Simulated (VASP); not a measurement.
Input of a VASP 6.6.1 run:

INCAR

```
SYSTEM = CuSi12O24
PREC = Accurate
ENCUT = 520
EDIFF = 1E-7
ISMEAR = 0
SIGMA = 0.05
LREAL = Auto
LASPH = .True.
NELM = 150
ALGO = Normal
ISIF = 2
LWAVE = .False.
LCHARG = .True.
ISPIN = 2
MAGMOM = 0 0 0 0 0 0 0 0 0 0 0 0 0 0 0 0 0 0 0 0 0 0 0 0 0 0 0 0 0 0 0 0 0 0 0 0 1
LORBIT = 11
LMAXMIX = 4
GGA = PE
IVDW = 12
LELF = .True.
LVHAR = .True.
NBANDS = 130
LUSENCCL = .False.
```

File KPOINTS:

```
regular mesh
0
Gamma
  2 2 1
  0 0 0
```

File POSCAR:

```
CuSi12O24
1.0
   -2.4920500000      4.3163570000      5.4500000000
    4.9841000000      0.0000000000      5.4500000000
    4.9841000000      8.6327140000      0.0000000000
Si O Cu
12 24 1
Direct
    0.0891742007      0.5832858224      0.9540789001
    0.4100886282      0.9195485711      0.0380002131
    0.0060026164      0.0013937863      0.2585759378
    0.0800551723      0.5778794005      0.4525666597
    0.4116597123      0.9106984168      0.5364153029
    0.0073558178      0.0093132008      0.7617480189
    0.6035855905      0.0615984345      0.2025542969
    0.8889479255      0.4332268943      0.2818477897
    0.4837623941      0.4896351172      0.5070629805
    0.6069979626      0.0442763186      0.7001791718
    0.9079787362      0.4436297519      0.7878467767
    0.5098056956      0.4951848560      0.0239092633
    0.3076018922      0.4888711041      0.9869056734
    0.1886392249      0.0338021756      0.1115817670
    0.9211473375      0.5256082134      0.1053159530
    0.5698687896      0.3013536523      0.1541499923
    0.9292053352      0.1940291653      0.3240120456
    0.5740947197      0.9766882873      0.0825570862
    0.3004848533      0.4594874133      0.4701938013
    0.1972339138      0.0242222070      0.6190506692
    0.9199158335      0.5413609190      0.6128454246
    0.5530486806      0.2870373173      0.6301610949
    0.9477518233      0.2035839198      0.8238146453
    0.5861794196      0.9411618534      0.5871587749
    0.8287925209      0.9631149801      0.2168563256
    0.6619199067      0.5248595056      0.3599021376
    0.4442437204      0.0006069159      0.3596347628
    0.0753494204      0.8123606375      0.3872842377
    0.4206365216      0.6741327371      0.5806444056
    0.0371753512      0.4922495922      0.3397346911
    0.8342307943      0.9780250449      0.7100641113
    0.7027706746      0.5559194678      0.8868303182
    0.4467978814     -0.0144373443      0.8582011385
    0.0598241129      0.8210063266      0.8962365722
    0.4291718892      0.6827151918      0.0983975762
    0.0840929770      0.4882380038      0.8297896897
    0.5300533541      0.3396280427      0.8296787943
```

Potentials or basis: VASP PAW PBE potentials, release 64 (Si, O, Cu).

Run with:

```console
$ cat potpaw_PBE.64/Si/POTCAR potpaw_PBE.64/O/POTCAR potpaw_PBE.64/Cu/POTCAR > POTCAR
$ mpirun -np 1 vasp_std > vasp.out
```

Estimate the site moments.

Si +0.00, -0.00, +0.01 (each value once); O +0.03, +0.00, +0.01, +0.02 (each value once); Cu +0.13 μB.

What does it give for the dispersion energy per atom?

-0.149 eV.

Predict the net moment.

0.50 μB per cell.

Predict the largest force.

0.032 eV/Å.

Forces in eV/Å, atoms in the order of the input:
```
Si  -0.011  0.028  0.011
Si  -0.001 -0.005  0.001
Si   0.006  0.005  0.010
Si  -0.023 -0.020 -0.007
Si   0.006 -0.022 -0.006
Si   0.016  0.017 -0.008
Si  -0.003  0.000  0.012
Si   0.003 -0.019  0.003
Si   0.000  0.024 -0.014
Si  -0.009  0.001  0.014
Si  -0.001  0.004  0.012
Si   0.015 -0.005 -0.024
O   -0.001 -0.007  0.018
O    0.003  0.010 -0.007
O   -0.007  0.013  0.004
O   -0.013  0.003 -0.019
O    0.004 -0.007  0.007
O    0.007 -0.007  0.000
O    0.011  0.001  0.001
O   -0.001  0.010 -0.002
O   -0.010  0.002  0.004
O   -0.017 -0.008 -0.004
O    0.003 -0.026  0.004
O    0.004 -0.007 -0.009
O    0.009  0.012 -0.002
O   -0.001  0.019 -0.012
O   -0.003  0.018  0.005
O   -0.012  0.002 -0.011
O    0.008 -0.006  0.007
O    0.015 -0.002 -0.007
O    0.020  0.001 -0.005
O    0.002 -0.005 -0.007
O   -0.005  0.005  0.020
O   -0.006 -0.017  0.006
O   -0.019 -0.002  0.002
O    0.007 -0.010 -0.004
Cu   0.003  0.000  0.004
```

Caveat: the k points lie up to 0.69 Å⁻¹ apart.
